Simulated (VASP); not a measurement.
# C (Fd-3m) in VASP: further runs, part 2 of 2

VASP 6.6.1. The steps go on from the part before.

### Step 5. Relaxation of cell and atoms, LDA

This run uses another cell than the first one, of 5.64 Å³/atom, 1.024 times its volume.

Contents of INCAR:

```
ALGO = Normal
EDIFF = 1E-7
EDIFFG = -0.05
ENCUT = 600
GGA = CA
GGA_COMPAT = False
IBRION = 2
ISIF = 3
ISMEAR = 0
LASPH = True
LCHARG = False
LREAL = False
LWAVE = False
NELM = 120
NELMIN = 4
NSW = 100
PREC = Accurate
SIGMA = 0.1
```

Contents of KPOINTS:

```
k-points
0
Gamma
  10 10 10
```

Contents of POSCAR:

```
C
1.0
    0.0000000000      1.7800000000      1.7800000000
    1.7800000000      0.0000000000      1.7800000000
    1.7800000000      1.7800000000      0.0000000000
C
2
Direct
    0.0000000000      0.0000000000      0.0000000000
    0.2500000000      0.2500000000      0.2500000000
```

Command:

```sh
> cat potpaw_LDA.64/C/POTCAR > POTCAR
> mpirun -np 1 vasp_std > vasp.out
```

Run time: 3.6 s. Hardware: 1 thread of Intel Xeon 6975P-C (Granite Rapids), shared host; peak memory 0.11 GiB.

It converged, with:

```yaml
Free_energy: -20.2534 eV
Relaxed_volume: 5.52 Å³/atom
Relaxed_cell: a = 2.499 Å, b = 2.499 Å, c = 2.499 Å, α = 60.00°, β = 60.00°, γ = 60.00°
Space_group_after_relaxing_to_0.05_Å: Fd-3m (No. 227)
Energy_gained_by_relaxing: 3.9 meV/atom
Ionic_steps: 3
Pressure_after_relaxing: -0.1 GPa
Band_gap_on_the_k_mesh: 4.20 eV, indirect (least direct gap 5.62 eV)
```

Step by step:
```
step  energy change (eV)  largest force (eV/Å)  pressure (GPa)  volume (Å³)
   1              0.0000                0.0000           -9.95        11.28
   2              0.0057                0.0000           14.15        10.72
   3             -0.0078                0.0000           -0.07        11.03
```

Final structure:
```
C
1.0
     0.00000    1.76693    1.76693
     1.76693    0.00000    1.76693
     1.76693    1.76693    0.00000
C
2
Direct
  0.00000 0.00000 0.00000
  0.25000 0.25000 0.25000
```

Levels at points of the mesh, in eV from the valence-band top:
```csv
k point,band 1,band 2,band 3,band 4,band 5,band 6,band 7,band 8
"(0.00, 0.00, 0.00)",-21.69,0.00,0.00,0.00,5.62,5.62,5.62,14.20
"(0.50, 0.00, 0.00)",-15.69,-13.67,-2.86,-2.86,8.50,8.50,9.39,15.66
"(0.50, 0.50, 0.00)",-12.81,-12.81,-6.46,-6.46,4.77,4.77,17.05,17.05
```

A k mesh can miss the band edges.

### Step 6. Relaxation of cell and atoms, LDA

INCAR, as its differences from that of step 5:

```diff
@@ -2,3 +2,3 @@
 EDIFF = 1E-7
-EDIFFG = -0.05
+EDIFFG = -0.002
 ENCUT = 600
@@ -17,2 +17,2 @@
 PREC = Accurate
-SIGMA = 0.1
+SIGMA = 0.02
```

Contents of KPOINTS:

```
k-points
0
Gamma
  12 12 12
```

Contents of POSCAR:

```
C
1.0
    0.0000000000      1.7657957120      1.7657957120
    1.7657957120      0.0000000000      1.7657957120
    1.7657957120      1.7657957120      0.0000000000
C
2
Direct
    0.0000000000      0.0000000000      0.0000000000
    0.2500000000      0.2500000000      0.2500000000
```

Potentials or basis: VASP PAW LDA potentials, release 64 (C).

Command:

```sh
> cat potpaw_LDA.64/C/POTCAR > POTCAR
> mpirun -np 1 vasp_std > vasp.out
```

OUTCAR:

```text
EDIFF = 1E-7
   EDIFFG = -0.002
   ENCUT = 600
   GGA = CA
   IBRION = 2
   ISIF = 3
   ISMEAR = 0
   LASPH = True
   LREAL = False
   NELM = 120
   NELMIN = 4
   NSW = 100
   PREC = Accurate

 ion  position               nearest neighbor table
   1  0.000  0.000  0.000-   2 1.53   2 1.53   2 1.53   2 1.53
   2  0.250  0.250  0.250-   1 1.53   1 1.53   1 1.53   1 1.53

  LATTYP: Found a face centered cubic cell.
 ALAT       =     3.5315914240

  Lattice vectors:

 A1 = (   0.0000000000,   1.7657957120,   1.7657957120)
 A2 = (   1.7657957120,   0.0000000000,   1.7657957120)
 A3 = (   1.7657957120,   1.7657957120,   0.0000000000)

Analysis of symmetry for initial positions (statically):
=====================================================================
 Subroutine PRICEL returns:
 Original cell was already a primitive cell.
[... 260 lines left out ...]
 Fermi energy:        10.2341993681

 k-point     1 :       0.0000    0.0000    0.0000
  band No.  band energies     occupation
      1     -11.5589      2.00000
      2      10.1328      2.00000
      3      10.1328      2.00000
      4      10.1328      2.00000
      5      15.7539      0.00000
      6      15.7539      0.00000
      7      15.7539      0.00000
      8      24.3288      0.00000
[... 243 lines left out ...]
 k-point    24 :      -0.4167    0.1667    0.0000
  band No.  band energies     occupation
      1      -5.1746      2.00000
      2      -2.6335      2.00000
      3       4.5851      2.00000
      4       6.4585      2.00000
      5      17.7219      0.00000
      6      20.4588      0.00000
      7      21.7555      0.00000
      8      25.7088      0.00000

 [... further k-points ...]

------------------------ aborting loop because EDIFF is reached ----------------------------------------

  FORCE on cell =-STRESS in cart. coord.  units (eV):
  Direction    XX          YY          ZZ          XY          YZ          ZX
  --------------------------------------------------------------------------------------
  -------------------------------------------------------------------------------------
  Total        0.0001068      0.0001068      0.0001068     -0.0000000      0.0000000     -0.0000000
  in kB        0.0155124      0.0155124      0.0155124     -0.0000000      0.0000000     -0.0000000
  external PRESSURE =       0.0155124 kB  Pullay stress =       0.0000000 kB
[... 17 lines left out ...]
  FREE ENERGIE OF THE ION-ELECTRON SYSTEM (eV)
  ---------------------------------------------------
  free  energy   TOTEN  =       -20.2521233814 eV

  energy  without entropy=      -20.2521233814  energy(sigma->0) =      -20.25212338

 reached required accuracy - stopping structural energy minimisation
```

CONTCAR:

```text
C
   1.00000000000000
    -0.0000000000000000    1.7669240109091158    1.7669240109091158
     1.7669240109091158    0.0000000000000000    1.7669240109091158
     1.7669240109091158    1.7669240109091158   -0.0000000000000000
  C
     2
Direct
     0.0000000000000000    0.0000000000000000    0.0000000000000000
     0.2500000000000000    0.2500000000000000    0.2500000000000000

  0.00000000E+00  0.00000000E+00  0.00000000E+00
  0.00000000E+00  0.00000000E+00  0.00000000E+00
```

Wall time 4.6 s (1 thread of Intel Xeon 6975P-C (Granite Rapids), shared host); peak memory 0.11 GiB.

Results:

```yaml
Free_energy: -20.2521 eV
Relaxed_volume: 5.52 Å³/atom
Relaxed_cell: a = 2.499 Å, b = 2.499 Å, c = 2.499 Å, α = 60.00°, β = 60.00°, γ = 60.00°
Space_group_after_relaxing_to_0.05_Å: Fd-3m (No. 227)
Energy_gained_by_relaxing: 0.0 meV/atom
Ionic_steps: 3
Pressure_after_relaxing: 0.0 GPa
Band_gap_on_the_k_mesh: 4.19 eV, indirect (least direct gap 5.62 eV)
```

Final structure:
```yaml
crystal:
  lattice:
    - [0.00000, 1.76692, 1.76692]
    - [1.76692, 0.00000, 1.76692]
    - [1.76692, 1.76692, 0.00000]
  atoms:
    - { symbol: C, position: [0.00000, 0.00000, 0.00000] }
    - { symbol: C, position: [0.25000, 0.25000, 0.25000] }
```

A k mesh can miss the band edges.

### Step 7. Overview

| task | cell | k mesh | smearing | gap on the mesh (eV) | pressure (GPa) | relaxed volume (Å³/atom) |
| --- | --- | --- | --- | --- | --- | --- |
| single point | a = 2.497 Å, angles 60.0°, 2 atoms | 10 × 10 × 10 | gaussian 0.1 eV | 4.20 | 0.9 | - |
| single point | a = 2.497 Å, angles 60.0°, 2 atoms | 12 × 12 × 12 | gaussian 0.02 eV | 4.20 | 0.9 | - |
| relaxation of cell and atoms | relaxed from a = 2.517 Å, angles 60.0°, 2 atoms | 10 × 10 × 10 | gaussian 0.1 eV | 4.20 | -0.1 | 5.52 |
| relaxation of cell and atoms | relaxed from a = 2.497 Å, angles 60.0°, 2 atoms | 12 × 12 × 12 | gaussian 0.02 eV | 4.19 | 0.0 | 5.52 |

Alike in all rows: level LDA; potentials or basis VASP PAW LDA potentials, release 64 (C); no spin polarisation; cutoff (eV) 600.

Total energies depend on the potentials used, so only differences within one code and one set of settings carry meaning.
